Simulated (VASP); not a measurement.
# BN: single point with PBEsol

Crystal: BN.

```
B N
1.0
     0.00000    1.81300    1.81300
     1.81300    0.00000    1.81300
     1.81300    1.81300    0.00000
B N
1 1
Direct
  0.00000 0.00000 0.00000
  0.77388 0.74204 0.74204
```

This cell differs from its parent crystal: all N atoms moved -0.050 Å, as atom 2 towards its neighbour atom 1 (B) at 1.570 Å.

| Item | Value |
| --- | --- |
| Program | VASP 6.6.1 |
| Task | single point |
| Functional | PBEsol |
| Potentials or basis | VASP PAW PBE potentials, release 64 (B, N) |
| Cutoff | 520 eV |
| k mesh | 12 × 12 × 12 |
| Occupations | gaussian, width 0.05 eV |
| Spin | no spin polarisation |
| Dipole correction | no |
| Further INCAR settings | ALGO = Normal; EDIFF = 1e-06; NBANDS = 11 |

```json
{
 "Pressure": "-5.1 GPa",
 "Largest force": "1.051 eV/Å",
 "Band gap on the k mesh": "3.77 eV, indirect (least direct gap 7.88 eV)"
}
```

Forces on the atoms (eV/Å):
```
B   -0.607  0.607  0.607
N    0.607 -0.607 -0.607
```

Stress tensor (GPa, compression positive):
```
-5.09  0.19  0.19
 0.19 -5.09 -0.19
 0.19 -0.19 -5.09
```

Levels at points of the mesh, in eV from the valence-band top:
| k point | band 2 | band 3 | band 4 | band 5 | band 6 | band 7 |
| --- | --- | --- | --- | --- | --- | --- |
| (0.00, 0.00, 0.00) | -0.74 | -0.74 | 0.00 | 7.88 | 8.45 | 8.45 |
| (0.50, 0.00, 0.00) | -11.05 | -2.51 | -2.51 | 9.50 | 9.93 | 9.93 |
| (0.00, 0.50, 0.00) | -11.22 | -2.73 | -2.02 | 9.13 | 9.86 | 10.81 |
| (0.50, 0.50, 0.00) | -9.39 | -5.50 | -5.23 | 3.77 | 8.51 | 17.12 |

Wall time 17 s on 1 thread of Intel(R) Xeon(R) Platinum 8259CL CPU @ 2.50GHz (Skylake/Cascade Lake), on a shared host, peak memory 0.13 GiB.

Caveat: the cell differs from its parent crystal (all N atoms moved -0.050 Å, as atom 2 towards its neighbour atom 1 (B) at 1.570 Å); the PAW data sets were made with another functional, which shifts forces and pressure a little. A k mesh can miss the band edges.
